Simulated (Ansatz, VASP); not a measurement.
# Two plane-wave programs on Ta

File INCAR:

```
SYSTEM = Ta
PREC = Accurate
ENCUT = 520
EDIFF = 1E-6
ISMEAR = 0
SIGMA = 0.15
LREAL = .False.
LASPH = .True.
NELM = 60
ALGO = Fast
ISIF = 2
LWAVE = .False.
LCHARG = .True.
GGA = PE
LELF = .True.
LVHAR = .True.
NBANDS = 30
```

The input KPOINTS:

```
Automatic mesh
0
Gamma
  17 17 5
  0 0 0
```

POSCAR

```
Ta
1.0
   -1.6512800000      1.6512800000     -1.6512800000
   -1.6512800000     -1.6512800000      1.6512800000
   -0.3302560000      6.6051200000      6.6051200000
Ta
4
Direct
   -0.0875000000     -0.0875000000      0.8750000000
    0.4875000000      0.4875000000      0.1250000000
   -0.0375000000     -0.0375000000      0.3750000000
    0.4375000000      0.4375000000      0.6250000000
```

Input for Ansatz:

```yaml
crystal:
  lattice:
    - [-1.65128, 1.65128, -1.65128]
    - [-1.65128, -1.65128, 1.65128]
    - [-0.330256, 6.60512, 6.60512]
  atoms:
    - { symbol: Ta, position: [-0.0875, -0.0875, 0.875] }
    - { symbol: Ta, position: [0.4875, 0.4875, 0.125] }
    - { symbol: Ta, position: [-0.0375, -0.0375, 0.375] }
    - { symbol: Ta, position: [0.4375, 0.4375, 0.625] }
basis:
  ecutwfc: 420
kpoints:
  mp_grid: { grid: [17, 17, 5] }
hamiltonian:
  xc: pbe
scf:
  occupations: { method: gaussian, width: 0.15 }
output:
  forces: true
  stress: true
  eigenvalues: true
```

Alike in both runs: task single point; functional PBE; k mesh 17 × 17 × 5; occupations gaussian, width 0.15 eV; no spin polarisation.

|  | VASP | Ansatz |
| --- | --- | --- |
| version | VASP 6.6.1 | Ansatz 0.2.0 |
| potentials or method | VASP PAW PBE potentials, release 64 (Ta_pv), cutoff 520 eV | scalar-relativistic, plane waves, PAW |
| valence electrons in the cell | 44 | 52 |

```tsv
	VASP	Ansatz	Ansatz less VASP
gap on the k mesh at the Fermi level (eV)	none	none	-
pressure (GPa)	3.6	3.5	-0.14
traceless stress, the component that is largest in VASP (GPa)	1.61	1.60	-0.012
rms of the force components (eV/Å)	0.374	0.373	-0.0010
```

Atom by atom the forces differ by 0.002 eV/Å (rms over components). A gap of «none» marks a metal or a gap that the smearing closes. The functional is the same, so the differences come from potentials, cutoffs and numerics. VASP's potentials hold 44 valence electrons a cell and Ansatz's 52, so a difference there can come from the potentials and not from the codes.

Spin-orbit coupling is off throughout.
